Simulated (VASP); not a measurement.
## Al2O3: single point with PBE

Crystal: Al2O3.

```xyz
20
Lattice="7.0913 0.0000 0.0000 0.0000 4.8476 0.0000 0.0000 0.0000 4.9874" Properties=species:S:1:pos:R:3 pbc="T T T"
Al    2.7688    1.2223    0.1523
Al    4.3225    1.2223    2.3414
Al    0.7768    1.2015    2.6460
Al    6.3144    1.2015    4.8350
Al    4.3225    3.6252    4.8350
Al    2.7688    3.6252    2.6460
Al    6.3144    3.6461    2.3414
Al    0.7768    3.6461    0.1523
O     4.6377    0.5185    0.5086
O     2.4536    0.5185    1.9851
O     5.9992    1.9052    3.0023
O     1.0920    1.9052    4.4788
O     2.4536    4.3290    4.4788
O     4.6377    4.3290    3.0023
O     1.0920    2.9423    1.9851
O     5.9992    2.9423    0.5086
O     0.0000    0.2397    1.2468
O     3.5456    2.1841    3.7405
O     0.0000    4.6079    3.7405
O     3.5456    2.6635    1.2468
```

```json
{
  "Program": "VASP 6.6.1",
  "Task": "single point",
  "Functional": "PBE",
  "Potentials or basis": "VASP PAW PBE potentials, release 64 (Al, O)",
  "Cutoff": "520 eV",
  "k mesh": "4 × 6 × 6",
  "Occupations": "gaussian, width 0.02 eV",
  "Spin": "no spin polarisation"
}
```

| Item | Value |
| --- | --- |
| Pressure | -0.2 GPa |
| Largest force | 0.008 eV/Å |
| Band gap on the k mesh | 5.31 eV |

Forces on the atoms (eV/Å):
```
Al  -0.004 -0.001 -0.001
Al   0.004 -0.001  0.001
Al   0.004  0.001 -0.001
Al  -0.004  0.001  0.001
Al   0.004  0.001  0.001
Al  -0.004  0.001 -0.001
Al  -0.004 -0.001  0.001
Al   0.004 -0.001 -0.001
O   -0.002  0.002  0.001
O    0.002  0.002 -0.001
O    0.002 -0.002  0.001
O   -0.002 -0.002 -0.001
O    0.002 -0.002 -0.001
O   -0.002 -0.002  0.001
O   -0.002  0.002 -0.001
O    0.002  0.002  0.001
O    0.000 -0.008  0.000
O    0.000  0.008  0.000
O    0.000  0.008  0.000
O    0.000 -0.008  0.000
```

Levels at points of the mesh, in eV from the valence-band top:
```tsv
k point	band 44	band 45	band 46	band 47	band 48	band 49	band 50	band 51	band 52	band 53
(0.00, 0.00, 0.00)	-0.52	-0.51	-0.17	-0.15	0.00	5.31	8.29	8.51	8.91	9.53
(0.50, 0.00, 0.00)	-0.59	-0.30	-0.30	-0.12	-0.12	6.82	6.82	9.38	9.38	9.64
(0.00, 0.50, 0.00)	-0.58	-0.49	-0.49	-0.13	-0.13	7.80	7.80	8.59	8.59	8.62
(0.50, 0.50, 0.00)	-0.61	-0.27	-0.27	-0.21	-0.21	8.34	8.34	8.42	8.42	9.15
(0.00, 0.00, 0.50)	-0.59	-0.28	-0.28	-0.12	-0.12	7.86	7.86	8.46	8.46	9.09
(0.50, 0.00, 0.50)	-0.81	-0.32	-0.32	-0.32	-0.32	8.32	8.32	8.32	8.32	9.49
(0.00, 0.50, 0.50)	-0.99	-0.26	-0.26	-0.26	-0.26	8.91	8.91	8.91	8.91	9.07
(0.50, 0.50, 0.50)	-0.81	-0.50	-0.50	-0.50	-0.50	8.71	8.71	8.71	8.71	9.23
```

Run time: 14 min on 1 thread of Intel(R) Xeon(R) Platinum 8259CL CPU @ 2.50GHz (Skylake/Cascade Lake) (shared host), peak memory 0.46 GiB.

A k mesh can miss the band edges.
